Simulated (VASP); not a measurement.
Write the native input for VASP 6.6.1 that does the following.

```
Task                   : single point
Functional             : PBEsol
Potentials or basis    : VASP PAW PBE potentials, release 64 (Ta_pv, Si)
Cutoff                 : 520 eV
k mesh                 : 9 × 9 × 6
Occupations            : gaussian, width 0.15 eV
Spin                   : no spin polarisation
Dipole correction      : no
Further INCAR settings : ALGO = Normal; EDIFF = 1e-07; NBANDS = 38
```

The structure of TaSi2 lies in POSCAR:

```
TaSi2
1.0
    4.7613605622      0.0000000000      0.0000000000
   -2.3806802811      4.1234592035      0.0000000000
    0.0000000000      0.0000000000      6.5581204410
Ta Si
3 6
Direct
    0.5000000000      0.0000000000     -0.0978939020
    0.5000000000      0.5000000000      0.6666666667
    0.0000000000      0.5000000000      0.3333333333
    0.1592624125      0.3185248251      0.0000000000
    0.8407375875      0.1592624125      0.6666666667
    0.6814751749      0.8407375875      0.3333333333
    0.8407375875      0.6814751749      0.0000000000
    0.1592624125      0.8407375875      0.6666666667
    0.3185248251      0.1592624125      0.3333333333
```

This cell differs from its parent crystal: atom 1 (Ta) moved by +0.000 Å along [1 0 0] and -0.642 Å along [0 0 1].

One way to write it, as run:

INCAR

```
SYSTEM = TaSi2
ALGO     = Normal         ! electronic algorithm
EDIFF    = 1E-7           ! SCF threshold, eV
ENCUT    = 520            ! plane-wave cutoff, eV
GGA      = PS             ! functional
ISIF     = 2              ! what is computed and relaxed
ISMEAR   = 0              ! smearing method
LASPH    = .True.         ! aspherical terms in the spheres
LCHARG   = .False.        ! write CHGCAR
LREAL    = .False.        ! projectors in reciprocal space
LWAVE    = .False.        ! write WAVECAR
NBANDS   = 38             ! bands
NELM     = 100            ! most SCF steps
PREC     = Accurate       ! precision mode
SIGMA    = 0.15           ! smearing width, eV
```

KPOINTS

```
k-points
0
Gamma
  9 9 6
  0 0 0
```

Potentials or basis: VASP PAW PBE potentials, release 64 (Ta_pv, Si).

The run is started by

```console
$ cat potpaw_PBE.64/Ta_pv/POTCAR potpaw_PBE.64/Si/POTCAR > POTCAR
$ mpirun -np 1 vasp_std > vasp.out
```

Results of the run:

```json
{
 "Pressure": "15.8 GPa",
 "Largest force": "17.533 eV/Å",
 "Band gap on the k mesh": "zero (an odd number of electrons rules out a gap without spin polarisation)"
}
```

Caveat: the cell differs from its parent crystal (atom 1 (Ta) moved by +0.000 Å along [1 0 0] and -0.642 Å along [0 0 1]); the stress differs along the axes, from 5 to 29 GPa; the PAW data sets were made with another functional, which shifts forces and pressure a little; spin-orbit coupling is left out, which moves the levels of the heavy elements.

Wall time 20 min on 1 thread of Intel Xeon 8259CL, with other jobs on the host, peak memory 0.69 GiB.
